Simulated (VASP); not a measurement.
Here is a VASP 6.6.1 calculation.

The input INCAR:

```
SYSTEM = BN
ALGO = Normal
EDIFF = 1E-6
ENCUT = 520
GGA = PS
GGA_COMPAT = .False.
ISIF = 2
ISMEAR = 0
LASPH = .True.
LCHARG = .False.
LORBIT = 11
LORBMOM = .True.
LREAL = .False.
LSORBIT = .True.
LWAVE = .False.
MAGMOM = 0 0 0 0 0 0 0 0 0 0 0 0
NBANDS = 30
NELM = 150
PREC = Accurate
SIGMA = 0.01
```

Contents of KPOINTS:

```
k-points
0
Gamma
  9 9 6
  0 0 0
```

The input POSCAR:

```
BN
1.0
    2.5405605600      0.0000000000      0.0000000000
   -1.2702802800      2.2001899848      0.0000000000
    0.0000000000      0.0000000000      4.2026543224
B N
2 2
Direct
    0.3333333333      0.6666666667     -0.0002373567
    0.6666666667      0.3333333333      0.4997626433
    0.3333333333      0.6666666667      0.3742373567
    0.6666666667      0.3333333333      0.8742373567
```

Potentials or basis: VASP PAW PBE potentials, release 64 (B, N).

Command:

```console
$ cat potpaw_PBE.64/B/POTCAR potpaw_PBE.64/N/POTCAR > POTCAR
$ mpirun -np 1 vasp_ncl > vasp.out
```

Question: What does it give for the largest force?

Answer: 0.004 eV/Å.

Question: Estimate the pressure.

Answer: 0.8 GPa.

Question: What does it give for the net moment?

Answer: 0.00 μB per cell.

Moments on the atoms (μB; x, y, z):
```
B   0.00 0.00 0.00
B   0.00 0.00 0.00
N   0.00 0.00 0.00
N   0.00 0.00 0.00
```

Caveat: the PAW data sets were made with another functional, which shifts forces and pressure a little.
